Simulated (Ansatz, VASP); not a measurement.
# One calculation of C, two programs

```
C
1.0
     2.51910    0.00000    0.00000
    -1.25955    2.18160    0.00000
     0.00000    0.00000    3.61772
C
2
Direct
  0.33333 0.66667 0.00000
  0.66667 0.33333 0.00000
```

Change from the starting cell: mode 6 frozen in at +0.000 Å, equal normal strain along x, y and z +0.0250.

Alike in both runs: task single point; functional PBEsol; dispersion D3(BJ); k mesh 21 × 21 × 12; occupations gaussian, width 0.15 eV; no spin polarisation.

```csv
,VASP,Ansatz
version,VASP 6.6.1,Ansatz 0.2.0
potentials or method,"VASP PAW PBE potentials, release 64 (C), cutoff 520 eV","scalar-relativistic, plane waves, PAW"
valence electrons in the cell,8,8
```

Ansatz gave:

| Quantity | Value |
| --- | --- |
| gap on the k mesh at the Fermi level (eV) | none |
| pressure (GPa) | -18.0 |
| traceless stress, the component that is largest in VASP (GPa) | 17.54 |

**Question.** What did VASP give for the same quantities?

**Answer.** gap on the k mesh at the Fermi level (eV): none; pressure (GPa): -17.4; traceless stress, the component that is largest in VASP (GPa): 16.87.

VASP's potentials were made for PBE, not for PBEsol, and Ansatz warns of the same on its side. A gap of «none» marks a metal or a gap that the smearing closes.
